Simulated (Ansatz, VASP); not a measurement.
## One calculation of Sb, two programs

File POSCAR:

```
Sb
1.0
    3.1600000000      0.0000000000      0.0000000000
    0.0000000000      3.2785000000      0.0000000000
    0.0000000000      0.0000000000      3.1600000000
Sb
1
Direct
    0.0000000000      0.0000000000      0.0000000000
```

Contents of INCAR.step1:

```
  ALGO = Normal
  EDIFF = 1E-4
  ENCUT = 520
  GGA = PE
  ISMEAR = 0
  LASPH = T
  LCHARG = F
  LREAL = F
  LWAVE = T
  NBANDS = 8
  NELM = 60
  PREC = Accurate
  SIGMA = 0.15
```

File INCAR.step2:

```
  ALGO = Normal
  EDIFF = 1E-6
  ENCUT = 520
  ISIF = 2
  ISMEAR = 0
  ISTART = 1
  LASPH = T
  LCHARG = F
  LMIXTAU = T
  LREAL = F
  LWAVE = F
  METAGGA = R2SCAN
  NBANDS = 8
  NELM = 60
  PREC = Accurate
  SIGMA = 0.15
```

Contents of KPOINTS:

```
k-points
0
Gamma
  16 16 16
```

Input for Ansatz:

```yaml
crystal:
  lattice:
    - [3.16, 0.0, 0.0]
    - [0.0, 3.2785, 0.0]
    - [0.0, 0.0, 3.16]
  atoms:
    - { symbol: Sb, position: [0.0, 0.0, 0.0] }
basis:
  ecutwfc: 500
kpoints:
  mp_grid: { grid: [16, 16, 16] }
hamiltonian:
  xc: r2scan
scf:
  occupations: { method: gaussian, width: 0.15 }
output:
  forces: true
  stress: true
  eigenvalues: true
```

Change from the starting cell: strain +0.0375 x Voigt [0, 1, 0, 0, 0, 0], atoms carried along.

Alike in both runs: task single point; functional r2SCAN; k mesh 16 × 16 × 16; occupations gaussian, width 0.15 eV; no spin polarisation.

```csv
,VASP,Ansatz
version,VASP 6.6.1,Ansatz 0.2.0
potentials or method,"VASP PAW PBE potentials, release 64 (Sb), cutoff 520 eV","scalar-relativistic, plane waves, PAW"
valence electrons in the cell,5,15
```

|  | VASP | Ansatz | Ansatz less VASP |
| --- | --- | --- | --- |
| gap on the k mesh at the Fermi level (eV) | none | none | - |
| pressure (GPa) | -5.0 | -5.0 | +0.03 |
| traceless stress, the component that is largest in VASP (GPa) | -1.80 | -1.80 | +0.003 |

VASP's potentials were made for PBE, not for r2SCAN. A gap of «none» marks a metal or a gap that the smearing closes. VASP's potentials hold 5 valence electrons a cell and Ansatz's 15, so a difference there can come from the potentials and not from the codes.

Neither program's run includes spin-orbit coupling.
